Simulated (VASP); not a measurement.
Write the native input for VASP 6.6.1 that does the following.

| Property | Result |
| --- | --- |
| Task | single point |
| Functional | BLYP |
| Dispersion | D3(BJ) |
| Potentials or basis | VASP PAW PBE potentials, release 64 (Ga_d) |
| Cutoff | 520 eV |
| k mesh | 10 × 10 × 10 |
| Occupations | fermi-dirac, width 0.05 eV |
| Spin | no spin polarisation |
| Dipole correction | no |
| Further INCAR settings | ALGO = Normal; EDIFF = 1e-06; NBANDS = 12 |

The structure of Ga lies in POSCAR:

```
Ga
1.0
    2.7090518719      0.0000000000      0.0000000000
    0.0000000000      2.7090518719      0.0000000000
    0.0000000000      0.0000000000      2.7090518719
Ga
1
Direct
    0.0000000000      0.0000000000      0.0000000000
```

One way to write it, as run:

INCAR

```
SYSTEM = Ga
PREC = Accurate ; ENCUT = 520
EDIFF = 1E-6 ; ISMEAR = -1
SIGMA = 0.05 ; LREAL = .FALSE.
LASPH = .TRUE. ; NELM = 80
ALGO = Normal ; ISIF = 2
LWAVE = .FALSE. ; LCHARG = .FALSE.
GGA = B5 ; ALDAX = 1.0
AGGAX = 1.0 ; AGGAC = 1.0
ALDAC = 0.0 ; IVDW = 12
VDW_S6 = 1.0 ; VDW_S8 = 2.6996
VDW_A1 = 0.4298 ; VDW_A2 = 4.2359
NBANDS = 12
```

KPOINTS

```
Automatic mesh
0
G
  10 10 10
  0 0 0
```

Potentials or basis: VASP PAW PBE potentials, release 64 (Ga_d).

Run with:

```console
$ cat potpaw_PBE.64/Ga_d/POTCAR > POTCAR
$ mpirun -np 1 vasp_std > vasp.out
```

Results of the run:

| Quantity | Value |
| --- | --- |
| Pressure | 0.0 GPa |
| Dispersion energy per atom | -0.687 eV |

Caveat: the PAW data sets were made with another functional, which shifts forces and pressure a little; pairwise dispersion overbinds metals, which lowers pressure and volume.

Wall time 18 s on 1 thread of Intel Xeon 8259CL (shared host), peak memory 0.13 GiB.
